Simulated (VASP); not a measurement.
# B3I2 (Cmmm) in VASP: notebook

Runs on B3I2. Level: PBE. Tasks: single point, relaxation of cell and atoms.

Everything below comes from runs of VASP 6.6.1. Logs are shortened: lines on timing, memory, paths and dates and some standing lists are left out, and cuts for length are marked.

**1. The cell of the first run**

The structure is orthorhombic, space group Cmmm (No. 65). The conventional cell has a = 7.858 Å, b = 10.241 Å, c = 2.969 Å, α = 90.00°, β = 90.00°, γ = 90.00°. B (site symmetry m2m) has 3 B at 1.66 to 1.70 Å within 2.2 Å. B (site symmetry mmm) has 4 B at 1.70 Å within 2.3 Å. I (site symmetry 2/m) has 6 B at 2.62 to 3.55 Å and 2 I at 2.97 Å within 3.6 Å.

The cell was built from a structure type or drawn by symmetry, and may not be a known phase.

**2. Single point, PBE**

INCAR reads:

```
PREC     = Accurate       # precision mode
ENCUT    = 520            # plane-wave cutoff, eV
EDIFF    = 1E-7           # SCF threshold, eV
ISMEAR   = 0              # smearing method
SIGMA    = 0.1            # smearing width, eV
LREAL    = False          # projectors in reciprocal space
LASPH    = True           # aspherical terms in the spheres
NELM     = 100            # most SCF steps
ALGO     = Normal         # electronic algorithm
ISIF     = 2              # what is computed and relaxed
LWAVE    = False          # write WAVECAR
LCHARG   = False          # write CHGCAR
GGA      = PE             # functional
NBANDS   = 20             # bands
```

KPOINTS reads:

```
Automatic mesh
0
Gamma
  4 4 4
```

POSCAR reads:

```
B3I2
1.0
    3.9289355335     -5.1206416655      0.0000000000
    3.9289355335      5.1206416655      0.0000000000
    0.0000000000      0.0000000000      2.9692931012
B I
3 2
Direct
    0.4188399049      0.5811600951      0.0000000000
    0.5811600951      0.4188399049      0.0000000000
    0.5000000000      0.5000000000      0.5000000000
    0.0000000000      0.5000000000      0.0000000000
    0.5000000000      0.0000000000      0.0000000000
```

Potentials or basis: VASP PAW PBE potentials, release 64 (B, I).

Started as:

```
$ cat potpaw_PBE.64/B/POTCAR potpaw_PBE.64/I/POTCAR > POTCAR
$ mpirun -np 1 vasp_std > vasp.out
```

OUTCAR:

```text
PREC = Accurate
   ENCUT = 520
   EDIFF = 1E-7
   ISMEAR = 0
   LREAL = False
   LASPH = True
   NELM = 100
   ISIF = 2
   GGA = PE

 ion  position               nearest neighbor table
   1  0.419  0.581  0.000-   2 1.66   3 1.70   3 1.70   5 2.62   4 2.62
   2  0.581  0.419  0.000-   1 1.66   3 1.70   3 1.70   5 2.62   4 2.62
   3  0.500  0.500  0.500-   1 1.70   2 1.70   1 1.70   2 1.70
   4  0.000  0.500  0.000-   1 2.62   2 2.62
   5  0.500  0.000  0.000-   1 2.62   2 2.62

  LATTYP: Found a base centered orthorhombic cell.
 ALAT       =     7.8578710670
 B/A-ratio  =     1.3033152674
 C/A-ratio  =     0.3778750091

  Lattice vectors:

 A1 = (   3.9289355335,  -5.1206416655,   0.0000000000)
 A2 = (   3.9289355335,   5.1206416655,   0.0000000000)
 A3 = (   0.0000000000,   0.0000000000,   2.9692931012)

Analysis of symmetry for initial positions (statically):
=====================================================================
 Subroutine PRICEL returns:
 Original cell was already a primitive cell.

 Routine SETGRP: Setting up the symmetry group for a
 base centered orthorhombic supercell.

 Subroutine GETGRP returns: Found  8 space group operations
 (whereof  8 operations were pure point group operations)
 out of a pool of  8 trial point group operations.

The static configuration has the point symmetry D_2h.

Analysis of symmetry for dynamics (positions and initial velocities):
=====================================================================
 Subroutine PRICEL returns:
 Original cell was already a primitive cell.

 Routine SETGRP: Setting up the symmetry group for a
 base centered orthorhombic supercell.

 Subroutine GETGRP returns: Found  8 space group operations
 (whereof  8 operations were pure point group operations)
 out of a pool of  8 trial point group operations.

The dynamic configuration has the point symmetry D_2h.

 Subroutine INISYM returns: Found  8 space group operations
 (whereof  8 operations are pure point group operations),
 and found     1 'primitive' translations

----------------------------------------------------------------------------------------

                                     Primitive cell

  volume of cell :     119.4765

  direct lattice vectors                    reciprocal lattice vectors
     3.928935533 -5.120641665  0.000000000     0.127260933 -0.097644013  0.000000000
     3.928935533  5.120641665  0.000000000     0.127260933  0.097644013  0.000000000
     0.000000000  0.000000000  2.969293101     0.000000000  0.000000000  0.336780495

  length of vectors
     6.454262583  6.454262583  2.969293101     0.160404795  0.160404795  0.336780495

  position of ions in fractional coordinates (direct lattice)
     0.418839905  0.581160095  0.000000000
     0.581160095  0.418839905  0.000000000
     0.500000000  0.500000000  0.500000000
     0.000000000  0.500000000  0.000000000
     0.500000000  0.000000000  0.000000000

  ion indices of the primitive-cell ions
   primitive index   ion index
                 1           1
                 2           2
                 3           3
                 4           4
                 5           5

----------------------------------------------------------------------------------------

 KPOINTS: Automatic mesh

Automatic generation of k-mesh.
 Grid dimensions read from file:
 generate k-points for:    4    4    4

 Generating k-lattice:

  Cartesian coordinates                     Fractional coordinates (reciprocal lattice)
     0.031815233 -0.024411003  0.000000000     0.250000000  0.000000000  0.000000000
     0.031815233  0.024411003  0.000000000     0.000000000  0.250000000  0.000000000
     0.000000000  0.000000000  0.084195124     0.000000000  0.000000000  0.250000000

  Length of vectors
     0.040101199  0.040101199  0.084195124

  Shift w.r.t. Gamma in fractional coordinates (k-lattice)
     0.000000000  0.000000000  0.000000000

 Subroutine IBZKPT returns following result:
 ===========================================

 Found     21 irreducible k-points:

 Following reciprocal coordinates:
            Coordinates               Weight
  0.000000  0.000000  0.000000      1.000000
  0.250000 -0.000000  0.000000      4.000000
  0.500000 -0.000000  0.000000      2.000000
  0.250000  0.250000  0.000000      2.000000
  0.500000  0.250000  0.000000      4.000000
 -0.250000  0.250000  0.000000      2.000000
[... 13 lines left out ...]
 -0.250000  0.250000  0.500000      2.000000
  0.500000  0.500000  0.500000      1.000000
   k-points           NKPTS =     21   k-points in BZ     NKDIM =     21   number of bands    NBANDS=     20
   number of dos      NEDOS =    301   number of ions     NIONS =      5
   total plane-waves  NPLWV =  55296
   dimension x,y,z NGX =    48 NGY =   48 NGZ =   24
   dimension x,y,z NGXF=    96 NGYF=   96 NGZF=   48
   ions per type =               3   2
   NGX,Y,Z   is equivalent  to a cutoff of  12.36, 12.36, 13.44 a.u.
   NGXF,Y,Z  is equivalent  to a cutoff of  24.73, 24.73, 26.87 a.u.
 SYSTEM =  unknown system
   PREC   = accura    normal or accurate (medium, high low for compatibility)
   ISTART =      0    job   : 0-new  1-cont  2-samecut
   ICHARG =      2    charge: 1-file 2-atom 10-const
   ISPIN  =      1    spin polarized calculation?
   LNONCOLLINEAR =      F non collinear calculations
   LSORBIT =      F    spin-orbit coupling
   LASPH  =      T    aspherical Exc in radial PAW
   ENCUT  =  520.0 eV  38.22 Ry    6.18 a.u.  12.00 12.00  5.52*2*pi/ulx,y,z
   NELM   =    100;   NELMIN=  2; NELMDL= -5     # of ELM steps
   EDIFF  = 0.1E-06   stopping-criterion for ELM
   LREAL  =      F    real-space projection
   EDIFFG = 0.1E-05   stopping-criterion for IOM
   NSW    =      0    number of steps for IOM
   IBRION =     -1    ionic relax: 0-MD 1-quasi-New 2-CG
   NFREE  =      0    steps in history (QN), initial steepest desc. (CG)
   ISIF   =      2    stress and relaxation
   ISYM   =      2    0-nonsym 1-usesym 2-fastsym
   POTIM  = 0.5000    time-step for ionic-motion
   TEBEG  =    0.0;   TEEND  =   0.0 temperature during run
   PSTRESS=    0.0 pullay stress
   NELECT =      23.0000    total number of electrons
   NUPDOWN=      -1.0000    fix difference up-down
   EMIN   =  10.00;   EMAX   =-10.00  energy-range for DOS
   EFERMI =   0.00;   METHOD = LEGACY
   ISMEAR =     0;   SIGMA  =   0.10  broadening in eV -4-tet -1-fermi 0-gaus
   EFERMI_NEDOS =   21; number of points for ismear=-14 and -15
   IALGO  =     38    algorithm
   IMIX   =      4    mixing-type and parameters
     AMIX     =   0.40;   BMIX     =  1.00
     AMIX_MAG =   1.60;   BMIX_MAG =  1.00
  volume/ion in A,a.u.               =      23.90       161.25
  Fermi-wavevector in a.u.,A,eV,Ry     =   0.945272  1.786305 12.157331  0.893539
  Thomas-Fermi vector in A             =   2.073157
   LORBIT       =      0    0 simple, 1 ext, 2 COOP (PROOUT), +10 PAW based schemes
   GGA     = PE    functional components
   LHFCALC =     F    Hartree Fock is set to
   AEXX    =    0.0000 exact exchange contribution
   IVDW    =     0    specifies the selected vdW correction
   LEPSILON=     F    determine dielectric tensor
   LRPA    =     F    only Hartree local field effects (RPA)
 non-spin polarized calculation
 Gauss-broadening in eV      SIGMA  =   0.10
  energy-cutoff  :      520.00
  volume of cell :      119.48
 maximum number of plane-waves:      3243
   NGX = 25   NGY = 25   NGZ = 11

 number of electron      22.9999996 magnetization

 Free energy of the ion-electron system (eV)
  ---------------------------------------------------
  ext. energy  EPLUGINS =         0.00000000
  ---------------------------------------------------
  free energy    TOTEN  =       -20.44412256 eV

  energy without entropy =      -20.43771806  energy(sigma->0) =      -20.44092031

 E-fermi :   3.4645     XC(G=0):  -8.1447

 val. band max:        3.3907797403   @ k =   0.2500  -0.0000   0.5000
 cond. band min:       3.4948184326   @ k =   0.2500   0.2500   0.5000
 fundamental gap:      0.1040386923
 Fermi energy:         3.4644820931

 k-point     1 :       0.0000    0.0000    0.0000
  band No.  band energies     occupation
      1     -11.4429      2.00000
      2     -10.8303      2.00000
      3      -8.5661      2.00000
      4      -4.4729      2.00000
      5      -2.5428      2.00000
      6      -0.6422      2.00000
[... 12 lines left out ...]
     19      10.3214      0.00000
     20      11.4761      0.00000

 k-point     2 :       0.2500   -0.0000    0.0000
  band No.  band energies     occupation
      1     -11.3544      2.00000
      2     -10.9121      2.00000
      3      -8.6871      2.00000
      4      -4.0935      2.00000
      5      -2.3353      2.00000
      6      -0.5456      2.00000
[... 12 lines left out ...]
     19       9.7303      0.00000
     20      10.9149      0.00000

 k-point     3 :       0.5000   -0.0000    0.0000
  band No.  band energies     occupation
      1     -11.1773      2.00000
      2     -11.0834      2.00000
      3      -8.7962      2.00000
      4      -3.6974      2.00000
      5      -1.7831      2.00000
      6      -0.9461      2.00000
[... 12 lines left out ...]
     19      10.1520      0.00000
     20      10.7785      0.00000

 k-point     4 :       0.2500    0.2500    0.0000
  band No.  band energies     occupation
      1     -11.1960      2.00000
      2     -11.0621      2.00000
      3      -8.8032      2.00000
      4      -3.5232      2.00000
      5      -2.3771      2.00000
      6      -0.6608      2.00000
[... 360 lines left out ...]
 k-point    20 :      -0.2500    0.2500    0.5000
  band No.  band energies     occupation
      1      -9.1648      2.00000
      2      -8.6519      2.00000
      3      -7.1069      2.00000
      4      -4.9596      2.00000
      5      -2.8619      2.00000
      6      -2.6348      2.00000
[... 12 lines left out ...]
     19       9.6640      0.00000
     20      10.8286      0.00000

 k-point    21 :       0.5000    0.5000    0.5000
  band No.  band energies     occupation
      1      -9.0681      2.00000
      2      -8.6724      2.00000
      3      -7.3215      2.00000
      4      -4.8377      2.00000
      5      -3.1668      2.00000
      6      -2.6667      2.00000
[... 12 lines left out ...]
     19      10.7442      0.00000
     20      10.8055      0.00000

------------------------ aborting loop because EDIFF is reached ----------------------------------------

  FORCE on cell =-STRESS in cart. coord.  units (eV):
  Direction    XX          YY          ZZ          XY          YZ          ZX
  --------------------------------------------------------------------------------------
  -------------------------------------------------------------------------------------
  Total        0.0722148      0.0607428     -0.0621787      0.0000000      0.0000000      0.0000000
  in kB        0.9683993      0.8145600     -0.8338150      0.0000000      0.0000000      0.0000000
  external PRESSURE =       0.3163814 kB  Pullay stress =       0.0000000 kB

 VOLUME and BASIS-vectors are now :
 -----------------------------------------------------------------------------
  energy-cutoff  :      520.00
  volume of cell :      119.48
      direct lattice vectors                 reciprocal lattice vectors
     3.928935533 -5.120641665  0.000000000     0.127260933 -0.097644013  0.000000000
     3.928935533  5.120641665  0.000000000     0.127260933  0.097644013  0.000000000
     0.000000000  0.000000000  2.969293101     0.000000000  0.000000000  0.336780495

 POSITION                                       TOTAL-FORCE (eV/Angst)
 -----------------------------------------------------------------------------------
      3.92894      0.83118      0.00000        -0.000000      0.017104      0.000000
      3.92894     -0.83118      0.00000        -0.000000     -0.017104      0.000000
      3.92894      0.00000      1.48465        -0.000000     -0.000000      0.000000
      1.96447      2.56032      0.00000        -0.000000      0.000000      0.000000
      1.96447     -2.56032      0.00000         0.000000      0.000000      0.000000
 -----------------------------------------------------------------------------------
    total drift:                                0.000000      0.000000      0.000000

  FREE ENERGIE OF THE ION-ELECTRON SYSTEM (eV)
  ---------------------------------------------------
  free  energy   TOTEN  =       -20.4441225555 eV

  energy  without entropy=      -20.4377180564  energy(sigma->0) =      -20.44092031
```

Wall time 29 s (1 thread of Intel Xeon Platinum 8559C (Emerald Rapids), shared host); peak memory 0.23 GiB.

What came out:

| Quantity | Value |
| --- | --- |
| Free energy | -20.4441 eV |
| Pressure | 0.0 GPa |
| Largest force | 0.017 eV/Å |
| Band gap on the k mesh | zero (an odd number of electrons rules out a gap without spin polarisation) |

Forces on the atoms (eV/Å):
```
B    0.000  0.017  0.000
B    0.000 -0.017  0.000
B    0.000  0.000  0.000
I    0.000  0.000  0.000
I    0.000  0.000  0.000
```

Levels at points of the mesh, in eV from the Fermi level:
| k point | band 9 | band 10 | band 11 | band 12 | band 13 | band 14 | band 15 | band 16 |
| --- | --- | --- | --- | --- | --- | --- | --- | --- |
| (0.00, 0.00, 0.00) | -1.29 | -0.71 | -0.39 | 2.01 | 2.18 | 2.51 | 3.11 | 4.49 |
| (0.50, 0.00, 0.00) | -3.41 | -0.55 | 0.39 | 1.90 | 2.09 | 4.26 | 4.41 | 5.04 |
| (0.50, 0.50, 0.00) | -3.61 | -2.65 | 1.69 | 2.16 | 2.67 | 3.70 | 5.34 | 5.50 |
| (0.00, 0.00, 0.50) | -3.47 | -2.09 | -1.01 | 0.16 | 0.66 | 2.54 | 3.17 | 4.01 |
| (0.50, 0.00, 0.50) | -3.08 | -1.98 | -1.76 | -0.65 | 0.99 | 1.94 | 2.80 | 4.71 |
| (0.50, 0.50, 0.50) | -2.71 | -2.18 | -1.71 | -0.91 | -0.54 | 1.33 | 3.50 | 4.62 |

Caveat: the k points lie up to 0.53 Å⁻¹ apart, too coarse for converged energies and pressures of a metal; spin-orbit coupling is left out, which moves the levels of the heavy elements; an odd number of electrons without spin polarisation forces a metal; a magnetic or distorted state may lie lower.

[end of part 1 of 2]
